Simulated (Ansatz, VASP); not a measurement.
**Two plane-wave programs on TiC**

Contents of POSCAR:

```
TiC
1.0
    0.0000000000      2.1639242704      2.1639242704
    2.1639242704      0.0000000000      2.1639242704
    2.1639242704      2.1639242704      0.0000000000
Ti C
1 1
Direct
    0.0000000000      0.0000000000      0.0000000000
    0.5000000000      0.5000000000      0.5000000000
```

INCAR.step1

```
PREC = Accurate ; ENCUT = 660
ISMEAR = -1 ; SIGMA = 0.05
LREAL = False ; LASPH = True
NELM = 120 ; NBANDS = 15
GGA = PE ; ALGO = Normal
EDIFF = 1E-5 ; LWAVE = True
LCHARG = False ; GGA_COMPAT = False
```

The input INCAR.step2:

```
PREC = Accurate ; ENCUT = 660
EDIFF = 1E-6 ; ISMEAR = -1
SIGMA = 0.05 ; LREAL = False
LASPH = True ; NELM = 120
ALGO = Normal ; ISIF = 2
LWAVE = False ; LCHARG = False
METAGGA = R2SCAN ; LMIXTAU = True
NBANDS = 15 ; ISTART = 1
GGA_COMPAT = False
```

File KPOINTS:

```
Automatic mesh
0
Gamma
  12 12 12
```

Input for Ansatz:

```yaml
crystal:
  lattice:
    - [0.0, 2.16392427044, 2.16392427044]
    - [2.16392427044, 0.0, 2.16392427044]
    - [2.16392427044, 2.16392427044, 0.0]
  atoms:
    - { symbol: Ti, position: [0.0, 0.0, 0.0] }
    - { symbol: C, position: [0.5, 0.5, 0.5] }
kpoints:
  mp_grid: { grid: [12, 12, 12] }
scf:
  occupations: { method: fermi_dirac, width: 0.05 }
hamiltonian:
  xc: r2scan
  pseudopotentials: { kind: paw }
output:
  forces: true
  stress: true
  eigenvalues: true
  eigenstates:
    nscf_kmesh: { grid: [24, 24, 24] }
    de_dk: true
    e_range: [-14, 14]
  optics:
    e_range: [0, 30]
    de: 0.2
    sigma: 0.1
    bands: { spectra_wanted_up_to: 30 }
    nscf_kmesh: { grid: [24, 24, 24] }
    drude_damping: 0.05
checkpoint:
  write: ck
  write_wavefunctions: false
```

Alike in both runs: task single point; functional r2SCAN; k mesh 12 × 12 × 12; occupations fermi-dirac, width 0.05 eV; no spin polarisation.

|  | VASP | Ansatz |
| --- | --- | --- |
| version | VASP 6.6.1 | Ansatz 0.2.0 |
| potentials or method | VASP PAW PBE potentials, release 64 (Ti_sv, C) | PAW with Ansatz's default frozen-core files, scalar-relativistic |
| plane-wave cutoff (eV) | 660 | 500 |
| valence electrons in the cell | 16 | 16 |

```csv
,VASP,Ansatz,Ansatz less VASP
pressure (GPa),0.7,0.0,-0.73
```

VASP's potentials were made for PBE, not for r2SCAN. Ansatz's warnings: optics on partly filled bands.
